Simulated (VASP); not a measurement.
# Ga3Te2O (P4/mmm) in VASP: further runs

Ga3Te2O is run at these levels: PBE; tasks: single point, relaxation of cell and atoms.

All numbers are computed with VASP 6.6.1; they aren't measurements. Logs are shortened: lines on timing, memory, paths and dates and some standing lists are left out, and cuts for length are marked.

## (1) The cell of the first run

The structure is tetragonal, space group P4/mmm (No. 123). Conventional cell: a = 3.549 Å, b = 3.549 Å, c = 13.208 Å, α = 90.00°, β = 90.00°, γ = 90.00°. Within 4.5 Å of Ga (site symmetry 4mm) lie 9 Ga at 3.32 to 4.35 Å and 4 Te at 3.68 Å and 1 O at 4.43 Å. Within 4.4 Å of Ga (site symmetry 4/mmm) lie 12 Ga at 3.32 to 3.55 Å. Te (site symmetry 4mm) has 4 O at 3.05 Å and 5 Te at 3.48 to 3.55 Å and 4 Ga at 3.68 Å within 4.0 Å. O (site symmetry 4/mmm) has 8 Te at 3.05 Å and 4 O at 3.55 Å within 4.0 Å.

The cell was built from a structure type or drawn by symmetry, and may not be a known phase.

## (2) Single point, PBE

Contents of INCAR:

```
SYSTEM = Ga3Te2O
PREC     = Accurate       ! precision mode
ENCUT    = 520            ! plane-wave cutoff, eV
EDIFF    = 1E-6           ! SCF threshold, eV
ISMEAR   = 0              ! smearing method
SIGMA    = 0.1            ! smearing width, eV
LREAL    = .FALSE.        ! projectors in reciprocal space
LASPH    = .TRUE.         ! aspherical terms in the spheres
NELM     = 100            ! most SCF steps
ALGO     = Normal         ! electronic algorithm
ISIF     = 2              ! what is computed and relaxed
LWAVE    = .FALSE.        ! write WAVECAR
LCHARG   = .FALSE.        ! write CHGCAR
GGA      = PE             ! functional
NBANDS   = 38             ! bands
```

Contents of KPOINTS:

```
regular mesh
0
G
  6 6 2
  0 0 0
```

Contents of POSCAR:

```
Ga3Te2O
1.0
    3.5494308500      0.0000000000      0.0000000000
    0.0000000000      3.5494308500      0.0000000000
    0.0000000000      0.0000000000     13.2081405800
Ga Te O
3 2 1
Direct
    0.0000000000      0.0000000000      0.6647679800
    0.0000000000      0.0000000000      0.3352320200
    0.5000000000      0.5000000000      0.5000000000
    0.5000000000      0.5000000000      0.8681410000
    0.5000000000      0.5000000000      0.1318590000
    0.0000000000      0.0000000000      0.0000000000
```

Potentials or basis: VASP PAW PBE potentials, release 64 (Ga_d, Te, O).

Command:

```sh
$ cat potpaw_PBE.64/Ga_d/POTCAR potpaw_PBE.64/Te/POTCAR potpaw_PBE.64/O/POTCAR > POTCAR
$ mpirun -np 1 vasp_std > vasp.out
```

OUTCAR:

```text
SYSTEM = Ga3Te2O
   PREC = Accurate
   ENCUT = 520
   EDIFF = 1E-6
   ISMEAR = 0
   LREAL = .FALSE.
   LASPH = .TRUE.
   NELM = 100
   ISIF = 2
   GGA = PE

 ion  position               nearest neighbor table
   1  0.000  0.000  0.665-
   2  0.000  0.000  0.335-
   3  0.500  0.500  0.500-
   4  0.500  0.500  0.868-   5 3.48
   5  0.500  0.500  0.132-   4 3.48
   6  0.000  0.000  0.000-

  LATTYP: Found a simple tetragonal cell.
 ALAT       =     3.5494308500
 C/A-ratio  =     3.7211995777

  Lattice vectors:

 A1 = (   3.5494308500,   0.0000000000,   0.0000000000)
 A2 = (   0.0000000000,   3.5494308500,   0.0000000000)
 A3 = (   0.0000000000,   0.0000000000,  13.2081405800)

Analysis of symmetry for initial positions (statically):
=====================================================================
 Subroutine PRICEL returns:
 Original cell was already a primitive cell.

 Routine SETGRP: Setting up the symmetry group for a
 simple tetragonal supercell.

 Subroutine GETGRP returns: Found 16 space group operations
 (whereof 16 operations were pure point group operations)
 out of a pool of 16 trial point group operations.

The static configuration has the point symmetry D_4h.

Analysis of symmetry for dynamics (positions and initial velocities):
=====================================================================
 Subroutine PRICEL returns:
 Original cell was already a primitive cell.

 Routine SETGRP: Setting up the symmetry group for a
 simple tetragonal supercell.

 Subroutine GETGRP returns: Found 16 space group operations
 (whereof 16 operations were pure point group operations)
 out of a pool of 16 trial point group operations.

The dynamic configuration has the point symmetry D_4h.

 Subroutine INISYM returns: Found 16 space group operations
 (whereof 16 operations are pure point group operations),
 and found     1 'primitive' translations

----------------------------------------------------------------------------------------

                                     Primitive cell

  volume of cell :     166.4022

  direct lattice vectors                    reciprocal lattice vectors
     3.549430850  0.000000000  0.000000000     0.281735310  0.000000000  0.000000000
     0.000000000  3.549430850  0.000000000     0.000000000  0.281735310  0.000000000
     0.000000000  0.000000000 13.208140580     0.000000000  0.000000000  0.075710884

  length of vectors
     3.549430850  3.549430850 13.208140580     0.281735310  0.281735310  0.075710884

  position of ions in fractional coordinates (direct lattice)
     0.000000000  0.000000000  0.664767980
     0.000000000  0.000000000  0.335232020
     0.500000000  0.500000000  0.500000000
     0.500000000  0.500000000  0.868141000
     0.500000000  0.500000000  0.131859000
     0.000000000  0.000000000  0.000000000

  ion indices of the primitive-cell ions
   primitive index   ion index
                 1           1
                 2           2
                 3           3
                 4           4
                 5           5
                 6           6

----------------------------------------------------------------------------------------

 KPOINTS: regular mesh

Automatic generation of k-mesh.
 Grid dimensions read from file:
 generate k-points for:    6    6    2

 Generating k-lattice:

  Cartesian coordinates                     Fractional coordinates (reciprocal lattice)
     0.046955885  0.000000000  0.000000000     0.166666667  0.000000000  0.000000000
     0.000000000  0.046955885  0.000000000     0.000000000  0.166666667  0.000000000
     0.000000000  0.000000000  0.037855442     0.000000000  0.000000000  0.500000000

  Length of vectors
     0.046955885  0.046955885  0.037855442

  Shift w.r.t. Gamma in fractional coordinates (k-lattice)
     0.000000000  0.000000000  0.000000000

 Subroutine IBZKPT returns following result:
 ===========================================

 Found     20 irreducible k-points:

 Following reciprocal coordinates:
            Coordinates               Weight
  0.000000  0.000000  0.000000      1.000000
  0.166667  0.000000  0.000000      4.000000
  0.333333  0.000000  0.000000      4.000000
  0.500000  0.000000  0.000000      2.000000
  0.166667  0.166667  0.000000      4.000000
  0.333333  0.166667  0.000000      8.000000
[... 12 lines left out ...]
  0.500000  0.333333  0.500000      4.000000
  0.500000  0.500000  0.500000      1.000000
   k-points           NKPTS =     20   k-points in BZ     NKDIM =     20   number of bands    NBANDS=     38
   number of dos      NEDOS =    301   number of ions     NIONS =      6
   total plane-waves  NPLWV =  76832
   dimension x,y,z NGX =    28 NGY =   28 NGZ =   98
   dimension x,y,z NGXF=    56 NGYF=   56 NGZF=  196
   ions per type =               3   2   1
   NGX,Y,Z   is equivalent  to a cutoff of  13.11, 13.11, 12.33 a.u.
   NGXF,Y,Z  is equivalent  to a cutoff of  26.23, 26.23, 24.67 a.u.
 SYSTEM =  Ga3Te2O
   PREC   = accura    normal or accurate (medium, high low for compatibility)
   ISTART =      0    job   : 0-new  1-cont  2-samecut
   ICHARG =      2    charge: 1-file 2-atom 10-const
   ISPIN  =      1    spin polarized calculation?
   LNONCOLLINEAR =      F non collinear calculations
   LSORBIT =      F    spin-orbit coupling
   LASPH  =      T    aspherical Exc in radial PAW
   ENCUT  =  520.0 eV  38.22 Ry    6.18 a.u.   6.60  6.60 24.56*2*pi/ulx,y,z
   NELM   =    100;   NELMIN=  2; NELMDL= -5     # of ELM steps
   EDIFF  = 0.1E-05   stopping-criterion for ELM
   LREAL  =      F    real-space projection
   EDIFFG = 0.1E-04   stopping-criterion for IOM
   NSW    =      0    number of steps for IOM
   IBRION =     -1    ionic relax: 0-MD 1-quasi-New 2-CG
   NFREE  =      0    steps in history (QN), initial steepest desc. (CG)
   ISIF   =      2    stress and relaxation
   ISYM   =      2    0-nonsym 1-usesym 2-fastsym
   POTIM  = 0.5000    time-step for ionic-motion
   TEBEG  =    0.0;   TEEND  =   0.0 temperature during run
   PSTRESS=    0.0 pullay stress
   NELECT =      57.0000    total number of electrons
   NUPDOWN=      -1.0000    fix difference up-down
   EMIN   =  10.00;   EMAX   =-10.00  energy-range for DOS
   EFERMI =   0.00;   METHOD = LEGACY
   ISMEAR =     0;   SIGMA  =   0.10  broadening in eV -4-tet -1-fermi 0-gaus
   EFERMI_NEDOS =   21; number of points for ismear=-14 and -15
   IALGO  =     38    algorithm
   IMIX   =      4    mixing-type and parameters
     AMIX     =   0.40;   BMIX     =  1.00
     AMIX_MAG =   1.60;   BMIX_MAG =  1.00
  volume/ion in A,a.u.               =      27.73       187.16
  Fermi-wavevector in a.u.,A,eV,Ry     =   1.145460  2.164606 17.851925  1.312080
  Thomas-Fermi vector in A             =   2.282149
   LORBIT       =      0    0 simple, 1 ext, 2 COOP (PROOUT), +10 PAW based schemes
   GGA     = PE    functional components
   LHFCALC =     F    Hartree Fock is set to
   AEXX    =    0.0000 exact exchange contribution
   IVDW    =     0    specifies the selected vdW correction
   LEPSILON=     F    determine dielectric tensor
   LRPA    =     F    only Hartree local field effects (RPA)
 non-spin polarized calculation
 Gauss-broadening in eV      SIGMA  =   0.10
  energy-cutoff  :      520.00
  volume of cell :      166.40
 maximum number of plane-waves:      4538
 NGX is ok and might be reduce to    28
   NGX = 13   NGY = 13   NGZ = 49

 number of electron      57.0000045 magnetization

 Free energy of the ion-electron system (eV)
  ---------------------------------------------------
  ext. energy  EPLUGINS =         0.00000000
  ---------------------------------------------------
  free energy    TOTEN  =       -16.89469112 eV

  energy without entropy =      -16.86891824  energy(sigma->0) =      -16.88180468

 E-fermi :   3.3388     XC(G=0):  -9.1930

 val. band max:        3.3253777251   @ k =   0.5000   0.3333   0.0000
 cond. band min:       3.3619614122   @ k =   0.5000   0.3333   0.5000
 fundamental gap:      0.0365836872
 Fermi energy:         3.3387652973

 k-point     1 :       0.0000    0.0000    0.0000
  band No.  band energies     occupation
      1     -12.8123      2.00000
      2     -11.4995      2.00000
      3     -11.4864      2.00000
      4     -11.4676      2.00000
      5     -11.4676      2.00000
      6     -11.4408      2.00000
[... 30 lines left out ...]
     37       9.1415      0.00000
     38       9.4803      0.00000

 k-point     2 :       0.1667    0.0000    0.0000
  band No.  band energies     occupation
      1     -12.7568      2.00000
      2     -11.4912      2.00000
      3     -11.4774      2.00000
      4     -11.4717      2.00000
      5     -11.4671      2.00000
      6     -11.4484      2.00000
[... 30 lines left out ...]
     37       8.9918      0.00000
     38       9.6364      0.00000

 k-point     3 :       0.3333    0.0000    0.0000
  band No.  band energies     occupation
      1     -12.6426      2.00000
      2     -11.4826      2.00000
      3     -11.4783      2.00000
      4     -11.4669      2.00000
      5     -11.4616      2.00000
      6     -11.4531      2.00000
[... 30 lines left out ...]
     37       9.1472      0.00000
     38       9.1481      0.00000

 k-point     4 :       0.5000    0.0000    0.0000
  band No.  band energies     occupation
      1     -12.5837      2.00000
      2     -11.4811      2.00000
      3     -11.4789      2.00000
      4     -11.4676      2.00000
      5     -11.4673      2.00000
      6     -11.4422      2.00000
[... 30 lines left out ...]
     37       9.1066      0.00000
     38       9.1511      0.00000
[... 539 lines left out ...]
      4     -11.4777      2.00000
      5     -11.4609      2.00000
      6     -11.4346      2.00000
[... 30 lines left out ...]
     37       7.0224      0.00000
     38       7.6306      0.00000

 k-point    19 :       0.5000    0.3333    0.5000
  band No.  band energies     occupation
      1     -12.5015      2.00000
      2     -11.4950      2.00000
      3     -11.4931      2.00000
      4     -11.4820      2.00000
      5     -11.4612      2.00000
      6     -11.4234      2.00000
[... 30 lines left out ...]
     37       6.6560      0.00000
     38       6.7189      0.00000

 k-point    20 :       0.5000    0.5000    0.5000
  band No.  band energies     occupation
      1     -12.4735      2.00000
      2     -11.5000      2.00000
      3     -11.5000      2.00000
      4     -11.4864      2.00000
      5     -11.4625      2.00000
      6     -11.4093      2.00000
[... 30 lines left out ...]
     37       6.2409      0.00000
     38       6.3916      0.00000

------------------------ aborting loop because EDIFF is reached ----------------------------------------

  FORCE on cell =-STRESS in cart. coord.  units (eV):
  Direction    XX          YY          ZZ          XY          YZ          ZX
  --------------------------------------------------------------------------------------
  -------------------------------------------------------------------------------------
  Total       -9.2371106     -9.2371106     -9.5174342      0.0000000     -0.0000000      0.0000000
  in kB      -88.9380500    -88.9380500    -91.6371009      0.0000000     -0.0000000      0.0000000
  external PRESSURE =     -89.8377336 kB  Pullay stress =       0.0000000 kB

 VOLUME and BASIS-vectors are now :
 -----------------------------------------------------------------------------
  energy-cutoff  :      520.00
  volume of cell :      166.40
      direct lattice vectors                 reciprocal lattice vectors
     3.549430850  0.000000000  0.000000000     0.281735310  0.000000000  0.000000000
     0.000000000  3.549430850  0.000000000     0.000000000  0.281735310  0.000000000
     0.000000000  0.000000000 13.208140580     0.000000000  0.000000000  0.075710884

 POSITION                                       TOTAL-FORCE (eV/Angst)
 -----------------------------------------------------------------------------------
      0.00000      0.00000      8.78035         0.000000      0.000000      0.248570
      0.00000      0.00000      4.42779         0.000000     -0.000000     -0.248570
      1.77472      1.77472      6.60407         0.000000      0.000000      0.000000
      1.77472      1.77472     11.46653         0.000000      0.000000      0.417328
      1.77472      1.77472      1.74161         0.000000     -0.000000     -0.417328
      0.00000      0.00000      0.00000         0.000000      0.000000      0.000000
 -----------------------------------------------------------------------------------
    total drift:                                0.000000      0.000000      0.000000

  FREE ENERGIE OF THE ION-ELECTRON SYSTEM (eV)
  ---------------------------------------------------
  free  energy   TOTEN  =       -16.8946911236 eV

  energy  without entropy=      -16.8689182406  energy(sigma->0) =      -16.88180468
```

Wall time 1.7 min (1 thread of Intel Xeon 6975P-C (Granite Rapids), shared host); peak memory 0.31 GiB.

What came out:

```
Free energy            : -16.8947 eV
Pressure               : -9.0 GPa
Largest force          : 0.417 eV/Å
Band gap on the k mesh : zero (an odd number of electrons rules out a gap without spin polarisation)
```

Forces in eV/Å, atoms in the order of the input:
```
Ga   0.000  0.000  0.249
Ga   0.000  0.000 -0.249
Ga   0.000  0.000  0.000
Te   0.000  0.000  0.417
Te   0.000  0.000 -0.417
O    0.000  0.000  0.000
```

Stress tensor (GPa, compression positive):
```
-8.89  0.00  0.00
 0.00 -8.89  0.00
 0.00  0.00 -9.16
```

Caveat: the cell stands under tension; spin-orbit coupling is left out, which moves the levels of the heavy elements; an odd number of electrons without spin polarisation forces a metal; a magnetic or distorted state may lie lower.

(Continued in part 2 of 2.)
